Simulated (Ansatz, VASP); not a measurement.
Sc in VASP and in Ansatz

```xyz
1
Lattice="-1.9172 1.9172 1.7176 1.9172 -1.9172 1.7176 1.9172 1.9172 -1.7176" Properties=species:S:1:pos:R:3 pbc="T T T"
Sc    0.0000    0.0000    0.0000
```

Alike in both runs: functional PBE exchange alone; k mesh 10 × 10 × 10; occupations tetrahedron; no spin polarisation.

|  | VASP | Ansatz |
| --- | --- | --- |
| version | VASP 6.6.1 | Ansatz 0.2.0 |
| potentials or method | VASP PAW PBE potentials, release 64 (Sc_sv) | Ansatz PAW |
| plane-wave cutoff (eV) | 500 | 420 |
| valence electrons in the cell | 11 | 11 |
| task | single point | atomic charges |

Ansatz gave:

```
gap on the k mesh at the Fermi level (eV)                     : none
pressure (GPa)                                                : 5.5
traceless stress, the component that is largest in VASP (GPa) : 0.65
```

Estimate VASP's values.

gap on the k mesh at the Fermi level (eV): none; pressure (GPa): 5.6; traceless stress, the component that is largest in VASP (GPa): 0.68.

VASP's potentials were made for PBE, not for PBE exchange alone. A gap of «none» marks a metal or a gap that the smearing closes. The functional is the same, so the differences come from potentials, cutoffs and numerics.
